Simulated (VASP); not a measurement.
A run of VASP 6.6.1 is set up as follows.

The input INCAR:

```
SYSTEM = ReSe
ALGO = Normal
EDIFF = 1E-6
ENCUT = 520
GGA = PS
ISIF = 2
ISMEAR = 0
ISPIN = 2
LASPH = .True.
LCHARG = .False.
LMAXMIX = 4
LORBIT = 11
LREAL = .False.
LWAVE = .False.
MAGMOM = 0.05 0.05 0 0
NBANDS = 25
NELM = 150
PREC = Accurate
SIGMA = 0.05
```

KPOINTS

```
k-points
0
Gamma
  10 10 6
  0 0 0
```

The input POSCAR:

```
ReSe
1.0
    3.9528637885      0.0000000000      0.0000000000
   -1.9764318943      3.4232804585      0.0000000000
    0.0000000000      0.0000000000      5.0594616400
Re Se
2 2
Direct
    0.0000000000      0.0000000000      0.0000000000
    0.0000000000      0.0000000000      0.5000000000
    0.3333333333      0.6666666667      0.2500000000
    0.6666666667      0.3333333333      0.7500000000
```

Potentials or basis: VASP PAW PBE potentials, release 64 (Re, Se).

Run with:

```sh
$ cat potpaw_PBE.64/Re/POTCAR potpaw_PBE.64/Se/POTCAR > POTCAR
$ mpirun -np 1 vasp_std > vasp.out
```

Q: What does it give for the band gap on the k mesh?

A: Zero (filled and empty bands overlap).

Q: Predict the net moment.

A: 0.00 μB per cell.

Q: Estimate the pressure.

A: 0.8 GPa.

Stress tensor (GPa, compression positive):
```
0.92 0.00 0.00
0.00 0.92 0.00
0.00 0.00 0.44
```

Caveat: the PAW data sets were made with another functional, which shifts forces and pressure a little; spin-orbit coupling is left out, which moves the levels of the heavy elements.
